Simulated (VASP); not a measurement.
Input of a VASP 6.6.1 run:

The input INCAR:

```
SYSTEM = AlCu3
PREC = Accurate
ENCUT = 520
EDIFF = 1E-7
ISMEAR = 0
SIGMA = 0.15
LREAL = .False.
LASPH = .True.
NELM = 100
ALGO = Fast
ISIF = 2
LWAVE = .False.
LCHARG = .False.
GGA = PS
NBANDS = 46
```

The input KPOINTS:

```
regular mesh
0
Gamma
  10 8 10
  0 0 0
```

File POSCAR:

```
AlCu3
1.0
    4.3009100577      0.0000000000      0.0000000000
    0.0000000000      5.2718707868      0.0000000000
    0.0000000000      0.0000000000      4.3385385769
Al Cu
2 6
Direct
    0.0000000000      0.0000000000      0.6642284160
    0.5000000000      0.5000000000      0.3357715840
    0.0000000000      0.5000000000      0.6680840759
    0.5000000000      0.0000000000      0.3319159241
    0.0000000000      0.2510188890      0.1639074279
    0.0000000000      0.7489811110      0.1639074279
    0.5000000000      0.2489811110      0.8360925721
    0.5000000000      0.7510188890      0.8360925721
```

Potentials or basis: VASP PAW PBE potentials, release 64 (Al, Cu).

Launch:

```bash
$ cat potpaw_PBE.64/Al/POTCAR potpaw_PBE.64/Cu/POTCAR > POTCAR
$ mpirun -np 1 vasp_std > vasp.out
```

Q: What does it give for the band gap on the k mesh?

A: Zero (bands 36 and 37 overlap by 4.00 eV).

Q: What does it give for the pressure?

A: -3.6 GPa.

Forces on the atoms (eV/Å):
```
Al   0.000  0.000  0.168
Al   0.000  0.000 -0.168
Cu   0.000  0.000  0.114
Cu   0.000  0.000 -0.114
Cu   0.000 -0.001  0.125
Cu   0.000  0.001  0.125
Cu   0.000  0.001 -0.125
Cu   0.000 -0.001 -0.125
```

Caveat: the cell differs from its parent crystal (strain +0.030 along x and y, -0.030 along z); the cell stands under tension; the PAW data sets were made with another functional, which shifts forces and pressure a little.
